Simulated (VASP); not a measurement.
The system is MgO.

```
CELL_PARAMETERS angstrom
3.10444 0.00000 0.00000
-1.55222 2.68852 0.00000
0.00000 0.00000 5.11484
ATOMIC_POSITIONS crystal
Mg 0.00000 0.00000 0.00000
Mg 0.00000 0.00000 0.50000
O 0.33333 0.66667 0.75000
O 0.66667 0.33333 0.25000
```

```yaml
Program: VASP 6.6.1
Task: relaxation of cell and atoms
Functional: PBE
Potentials_or_basis: VASP PAW PBE potentials, release 64 (Mg, O)
Cutoff: 600 eV
k_mesh: 6 × 6 × 4
Occupations: gaussian, width 0.1 eV
Spin: no spin polarisation
```

At the start: pressure -10.8 GPa; volume 10.67 Å³/atom.

**Question.** How do energy, volume and symmetry change on relaxing?

**Answer.** Over 5 steps the energy falls by 62.2 meV/atom and the volume is 9.71 Å³/atom (-9.0 %); space group P6_3/mmc (No. 194, to 0.05 Å).

The path:
```csv
step,energy change (eV),largest force (eV/Å),pressure (GPa),volume (Å³)
1,0.0000,0.0000,-10.84,42.69
2,-0.2414,0.0000,1.85,38.32
3,-0.2486,0.0000,-0.33,38.90
4,-0.2486,0.0000,-0.59,38.97
5,-0.2488,0.0000,-0.07,38.84
```

Final structure:
```
Mg O
1.0
     2.95352    0.00000    0.00000
    -1.47676    2.55783    0.00000
     0.00000    0.00000    5.14176
Mg O
2 2
Direct
  0.00000 0.00000 0.00000
  0.00000 0.00000 0.50000
  0.33333 0.66667 0.75000
  0.66667 0.33333 0.25000
```
